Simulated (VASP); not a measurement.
A run of VASP 6.6.1:

File INCAR:

```
PREC     = Accurate       # precision mode
ENCUT    = 520            # plane-wave cutoff, eV
EDIFF    = 1E-6           # SCF threshold, eV
ISMEAR   = 0              # smearing method
SIGMA    = 0.1            # smearing width, eV
LREAL    = False          # projectors in reciprocal space
LASPH    = True           # aspherical terms in the spheres
NELM     = 120            # most SCF steps
ALGO     = Normal         # electronic algorithm
ISIF     = 2              # what is computed and relaxed
LWAVE    = False          # write WAVECAR
LCHARG   = False          # write CHGCAR
LDIPOL   = True         
IDIPOL   = 3            
DIPOL    = 0.5 0.5 0.348
GGA      = PE             # functional
IVDW     = 12             # dispersion correction
NBANDS   = 42             # bands
GGA_COMPAT= False        
NELMDL   = -8
```

KPOINTS

```
regular mesh
0
Gamma
  6 6 1
```

The input POSCAR:

```
Ga2Sb2CO
1.0
    4.3343814647      0.0000000000      0.0000000000
   -2.1671907324      3.7536844581      0.0000000000
    0.0000000000      0.0000000000     23.6197422994
Sb Ga O C
2 2 1 1
Direct
    0.0000000000      0.0000000000      0.1693498578
    0.3333333333      0.6666666667      0.3259656336
    0.3333333333      0.6666666667      0.2068080104
    0.6666666667      0.3333333333      0.3585874135
    1.0000000000      1.0000000000      0.4898335533
    1.0000000000      1.0000000000      0.5385216375
```

Potentials or basis: VASP PAW PBE potentials, release 64 (Sb_d_GW, Ga_d, O, C).

The run is started by

```console
$ cat potpaw_PBE.64/Sb_d_GW/POTCAR potpaw_PBE.64/Ga_d/POTCAR potpaw_PBE.64/O/POTCAR potpaw_PBE.64/C/POTCAR > POTCAR
$ mpirun -np 1 vasp_std > vasp.out
```

Hardware: 1 thread of AMD EPYC 7R43 64-Core Processor (Zen 3), with other jobs on the host.

Task: How long does it take, and how much memory?

Result: Run time: 6.1 min on 1 thread of AMD EPYC 7R43 64-Core Processor (Zen 3), on a shared host, peak memory 0.48 GiB. Counts: scf iterations 25, k points 7.
